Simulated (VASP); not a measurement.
A run of VASP 6.6.1 is set up as follows.

Contents of INCAR:

```
PREC     = Accurate       # precision mode
ENCUT    = 520            # plane-wave cutoff, eV
EDIFF    = 1E-6           # SCF threshold, eV
ISMEAR   = -1             # smearing method
SIGMA    = 0.1            # smearing width, eV
LREAL    = F              # projectors in reciprocal space
LASPH    = T              # aspherical terms in the spheres
NELM     = 60             # most SCF steps
ALGO     = Normal         # electronic algorithm
ISIF     = 2              # what is computed and relaxed
LWAVE    = F              # write WAVECAR
LCHARG   = F              # write CHGCAR
GGA      = PE             # functional
NBANDS   = 17             # bands
```

KPOINTS

```
regular mesh
0
Gamma
  12 12 12
```

The input POSCAR:

```
SnTe
1.0
    0.0000000000      3.1274851018      3.1274851018
    3.1274851018      0.0000000000      3.1274851018
    3.1274851018      3.1274851018      0.0000000000
Sn Te
1 1
Direct
    0.0000000000      0.0000000000      0.0000000000
    0.5000000000      0.5000000000      0.5000000000
```

Potentials or basis: VASP PAW PBE potentials, release 64 (Sn_d, Te).

The run is started by

```console
$ cat potpaw_PBE.64/Sn_d/POTCAR potpaw_PBE.64/Te/POTCAR > POTCAR
$ mpirun -np 1 vasp_std > vasp.out
```

(1) Estimate the band gap on the k mesh.

(2) Predict the pressure.

Results:

(1) 0.16 eV, direct.

(2) 3.4 GPa.

Caveat: the cell differs from its parent crystal (volume scaled by 0.93, to set the pressure); spin-orbit coupling is left out, which moves the levels of the heavy elements.
